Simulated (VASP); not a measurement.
A run of VASP 6.6.1:

INCAR

```
SYSTEM = Al2Ru
  PREC = Accurate
  ENCUT = 600
  EDIFF = 1E-6
  ISMEAR = 0
  SIGMA = 0.01
  LREAL = .False.
  LASPH = .True.
  NELM = 100
  ALGO = Normal
  ISIF = 3
  LWAVE = .False.
  LCHARG = .False.
  GGA = PS
  IBRION = 2
  NSW = 100
  EDIFFG = -0.005
```

Contents of KPOINTS:

```
Automatic mesh
0
Gamma
  10 10 10
  0 0 0
```

POSCAR

```
Al2Ru
1.0
    0.0000000000      3.9898374997      4.3915250777
    2.3524746913      0.0000000000      4.3915250777
    2.3524746913      3.9898374997      0.0000000000
Al Ru
4 2
Direct
    0.0790610300      0.4209389700      0.0790610300
    0.4209389700      0.0790610300      0.4209389700
    0.1709389700      0.8290610300      0.1709389700
    0.8290610300      0.1709389700      0.8290610300
    0.7500000000      0.7500000000      0.7500000000
    0.5000000000      0.5000000000      0.5000000000
```

Potentials or basis: VASP PAW PBE potentials, release 64 (Al, Ru_pv).

Launch:

```bash
$ cat potpaw_PBE.64/Al/POTCAR potpaw_PBE.64/Ru_pv/POTCAR > POTCAR
$ mpirun -np 1 vasp_std > vasp.out
```

Hardware: 1 thread of Intel(R) Xeon(R) 6975P-C (Granite Rapids), with other jobs on the host.

Task: How long does it take, and how much memory?

Result: Wall time 8.8 min on 1 thread of Intel(R) Xeon(R) 6975P-C (Granite Rapids) (shared host), peak memory 0.52 GiB. Counts: scf iterations 36, k points 171, ion steps 5.
